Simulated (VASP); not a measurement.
Input of a VASP 6.6.1 run:

The input POSCAR:

```
H16SO10
1.0
    6.8057460000      0.0000000000      0.0000000000
    0.0000000000      6.8057460000      0.0000000000
    0.0000000000      0.0000000000      6.8057460000
O H S
10 16 1
Direct
    0.2008449919      0.4301071477      0.8484007484
    0.3882160751      0.6995265471      1.0654967141
    0.1721192651      0.9286858487      0.8298575939
    0.4624621607     -0.0132388132      0.3679684784
    0.7278555503      0.8360729301      0.5978183729
    0.8446539145      0.2103810515      0.8859425550
    0.7779602706      0.6171696681      0.1721486520
    0.1207509067      0.6958531805      0.4753777176
    0.9765277752      0.2022849516      0.3339237168
    0.7112960137      0.3649857047      0.5185912022
    0.1887522690      0.4901299578      0.7202590282
    0.0781839346      0.3598429915      0.8739673799
    0.3620176245      0.8041881081      0.9787758756
    0.3192155570      0.5872390771      1.0049155522
    0.1719282500      0.8641962248      0.7022007580
    0.2410316224      1.0488343232      0.8063480477
    0.3688941668      0.0934063657      0.3323515159
    0.4449034683     -0.1153730980      0.2694928668
    0.6002868752      0.8648427373      0.5431292910
    0.7139261442      0.7027738032      0.6378286818
    0.7548621415      0.2326416531      0.7832058381
    0.8812406458      0.0730265279      0.8734824955
    0.8760685456      0.6332296268      0.0757595126
    0.6555636957      0.6416783700      0.0966830087
   -0.0138853257      0.7358341025      0.4397166747
    0.2026963686      0.7351582031      0.3675276744
    0.7762558285      0.2825994388      0.3301034156
```

File INCAR.step1:

```
SYSTEM = H16SO10
PREC     = Accurate       ! precision mode
ENCUT    = 1100           ! plane-wave cutoff, eV
ISMEAR   = -1             ! smearing method
SIGMA    = 0.05           ! smearing width, eV
LREAL    = Auto         
LASPH    = .True.         ! aspherical terms in the spheres
NELM     = 120            ! most SCF steps
NBANDS   = 60             ! bands
GGA      = PE             ! functional
ALGO     = Normal         ! electronic algorithm
EDIFF    = 1E-5           ! SCF threshold, eV
LWAVE    = .True.         ! write WAVECAR
LCHARG   = .False.        ! write CHGCAR
GGA_COMPAT= .False.
```

INCAR.step2

```
SYSTEM = H16SO10
PREC     = Accurate       ! precision mode
ENCUT    = 1100           ! plane-wave cutoff, eV
EDIFF    = 1E-6           ! SCF threshold, eV
ISMEAR   = -1             ! smearing method
SIGMA    = 0.05           ! smearing width, eV
LREAL    = Auto         
LASPH    = .True.         ! aspherical terms in the spheres
NELM     = 120            ! most SCF steps
ALGO     = Normal         ! electronic algorithm
ISIF     = 2              ! what is computed and relaxed
LWAVE    = .False.        ! write WAVECAR
LCHARG   = .False.        ! write CHGCAR
METAGGA  = R2SCAN         ! meta-GGA
LMIXTAU  = .True.       
NBANDS   = 60             ! bands
ISTART   = 1            
GGA_COMPAT= .False.
```

Contents of KPOINTS:

```
regular mesh
0
Gamma
  1 1 1
  0 0 0
```

Potentials or basis: VASP PAW PBE potentials, release 64 (O_h, H_h, S).

Command:

```bash
$ cat potpaw_PBE.64/O_h/POTCAR potpaw_PBE.64/H_h/POTCAR potpaw_PBE.64/S/POTCAR > POTCAR
$ cp INCAR.step1 INCAR
$ mpirun -np 1 vasp_gam > vasp.out
$ cp INCAR.step2 INCAR
$ mpirun -np 1 vasp_gam > vasp.out
```

Predict the largest force.

2.043 eV/Å.

What does it give for the pressure?

-0.6 GPa.

Forces in eV/Å, atoms in the order of the input:
```
O    0.092 -0.114  0.187
O    0.927 -1.231  1.319
O    0.123 -0.103 -0.055
O   -1.171  1.128 -0.591
O    0.295  0.061  0.403
O    0.848 -0.373  1.249
O   -1.151  0.235  0.050
O   -0.740  0.130  0.268
O   -1.601  0.796 -0.185
O    0.230 -0.469 -1.264
H   -0.220 -0.062 -0.094
H   -0.164 -0.020 -0.251
H   -0.719  1.039 -1.096
H   -0.077  0.091 -0.012
H   -0.237 -0.152 -0.222
H    0.009  0.532 -0.099
H    0.748 -1.153  0.415
H    0.019  0.086 -0.145
H   -0.024  0.468 -0.230
H    0.139 -0.691  0.205
H   -0.699  0.302 -1.138
H    0.105  0.231 -0.103
H    1.120  0.016 -0.744
H    0.104 -0.160  0.689
H    0.604 -0.126  0.245
H    0.038 -0.041 -0.228
S    1.403 -0.420  1.425
```

Caveat: the k points lie up to 0.92 Å⁻¹ apart, too coarse for converged energies, forces and pressures; the atoms stand as in a frame of molecular dynamics; the PAW data sets were made with another functional, which shifts forces and pressure a little.
